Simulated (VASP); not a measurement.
Here is a VASP 6.6.1 calculation.

Contents of INCAR:

```
SYSTEM = B
PREC = Accurate
ENCUT = 520
EDIFF = 1E-6
ISMEAR = -1
SIGMA = 0.1
LREAL = .False.
LASPH = .True.
NELM = 80
ALGO = Normal
ISIF = 2
LWAVE = .False.
LCHARG = .False.
GGA = CA
NBANDS = 10
```

KPOINTS

```
regular mesh
0
Gamma
  9 9 4
  0 0 0
```

The input POSCAR:

```
B
1.0
    2.8754320000      0.0000000000      0.0000000000
   -1.4377160000      2.4901970000      0.0000000000
    0.0000000000      0.0000000000      5.9458570000
B
2
Direct
    0.6666666667      0.3333333333      0.7500000000
    0.3333333333      0.6666666667      0.2500000000
```

Potentials or basis: VASP PAW LDA potentials, release 64 (B).

Launch:

```console
$ cat potpaw_LDA.64/B/POTCAR > POTCAR
$ mpirun -np 1 vasp_std > vasp.out
```

(1) What does it give for the band gap on the k mesh?

(2) Estimate the pressure.

Answers

(1) zero (band 3 reaches 1.03 eV, above the bottom of band 4 at -2.01 eV).

(2) -19.4 GPa.
